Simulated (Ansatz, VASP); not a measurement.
**One calculation of Tl, two programs**

```
Tl
1.0
    -1.94100    1.94100    1.94100
     1.94100   -1.94100    1.94100
     1.94100    1.94100   -1.94100
Tl
1
Cartesian
  0.0000 0.0000 0.0000
```

Alike in both runs: task single point; functional PBE; dispersion D3(BJ); k mesh 18 × 18 × 18; occupations gaussian, width 0.15 eV; no spin polarisation.

|  | VASP | Ansatz |
| --- | --- | --- |
| version | VASP 6.6.1 | Ansatz 0.2.0 |
| potentials or method | VASP PAW PBE potentials, release 64 (Tl_d), cutoff 520 eV | scalar-relativistic, plane waves, PAW |
| valence electrons in the cell | 13 | 13 |

```csv
,VASP,Ansatz,Ansatz less VASP
gap on the k mesh at the Fermi level (eV),none,none,-
pressure (GPa),0.3,0.3,+0.05
```

A gap of «none» marks a metal or a gap that the smearing closes.

Spin-orbit coupling is off throughout.
